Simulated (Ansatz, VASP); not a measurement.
## Au in VASP and in Ansatz

File INCAR:

```
PREC     = Accurate       # precision mode
ENCUT    = 520            # plane-wave cutoff, eV
EDIFF    = 1E-6           # SCF threshold, eV
ISMEAR   = 0              # smearing method
SIGMA    = 0.15           # smearing width, eV
LREAL    = False          # projectors in reciprocal space
LASPH    = True           # aspherical terms in the spheres
NELM     = 60             # most SCF steps
ALGO     = Normal         # electronic algorithm
ISIF     = 2              # what is computed and relaxed
LWAVE    = False          # write WAVECAR
LCHARG   = False          # write CHGCAR
GGA      = PE             # functional
NBANDS   = 12             # bands
```

Contents of KPOINTS:

```
regular mesh
0
Gamma
  20 20 20
```

File POSCAR:

```
Au
1.0
    0.0000000000      2.0148175000      2.0455000000
    2.0148175000      0.0000000000      2.0455000000
    2.0148175000      2.0148175000      0.0000000000
Au
1
Direct
    0.0000000000      0.0000000000      0.0000000000
```

Input for Ansatz:

```yaml
crystal:
  lattice:
    - [0.0, 2.0148175, 2.0455]
    - [2.0148175, 0.0, 2.0455]
    - [2.0148175, 2.0148175, 0.0]
  atoms:
    - { symbol: Au, position: [0.0, 0.0, 0.0] }
basis:
  ecutwfc: 420
kpoints:
  mp_grid: { grid: [20, 20, 20] }
hamiltonian:
  xc: pbe
scf:
  occupations: { method: gaussian, width: 0.15 }
output:
  forces: true
  stress: true
  eigenvalues: true
```

Change from the starting cell: strain -0.015 along x and y, +0.000 along z, atoms carried along.

Alike in both runs: task single point; functional PBE; k mesh 20 × 20 × 20; occupations gaussian, width 0.15 eV; no spin polarisation.

```csv
,VASP,Ansatz
version,VASP 6.6.1,Ansatz 0.2.0
potentials or method,"VASP PAW PBE potentials, release 64 (Au), cutoff 520 eV","scalar-relativistic, plane waves, PAW"
valence electrons in the cell,11,19
```

|  | VASP | Ansatz | Ansatz less VASP |
| --- | --- | --- | --- |
| gap on the k mesh at the Fermi level (eV) | none | none | - |
| pressure (GPa) | 13.6 | 14.0 | +0.34 |
| traceless stress, the component that is largest in VASP (GPa) | -0.41 | -0.40 | +0.004 |

A gap of «none» marks a metal or a gap that the smearing closes. VASP's potentials hold 11 valence electrons a cell and Ansatz's 19, so a difference there can come from the potentials and not from the codes.

Spin-orbit coupling is off throughout.
